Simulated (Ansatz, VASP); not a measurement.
# One calculation of InSb3, two programs

```
In Sb
1.0
     4.58661   -0.16550   -0.16550
    -0.16550    4.58661   -0.16550
    -0.16550   -0.16550    4.58661
In Sb
1 3
Direct
  0.00000 0.00000 0.00000
  0.50000 0.00000 0.50000
  0.00000 0.50000 0.50000
  0.50000 0.50000 0.00000
```

Change from the starting cell: equal engineering shear yz, xz and xy -0.0700, equal normal strain along x, y and z -0.0300.

Alike in both runs: task single point; functional PBEsol; k mesh 8 × 8 × 8; occupations gaussian, width 0.15 eV; no spin polarisation.

|  | VASP | Ansatz |
| --- | --- | --- |
| version | VASP 6.6.1 | Ansatz 0.2.0 |
| potentials or method | VASP PAW PBE potentials, release 64 (In_d, Sb), cutoff 520 eV | scalar-relativistic, plane waves, PAW |
| valence electrons in the cell | 28 | 58 |

|  | VASP | Ansatz | Ansatz less VASP |
| --- | --- | --- | --- |
| gap on the k mesh at the Fermi level (eV) | none | none | - |
| pressure (GPa) | 7.7 | 7.6 | -0.07 |
| traceless stress, the component that is largest in VASP (GPa) | 1.41 | 1.39 | -0.021 |

VASP's potentials were made for PBE, not for PBEsol, and Ansatz warns of the same on its side. A gap of «none» marks a metal or a gap that the smearing closes. VASP's potentials hold 28 valence electrons a cell and Ansatz's 58, so a difference there can come from the potentials and not from the codes.

Neither program's run includes spin-orbit coupling.
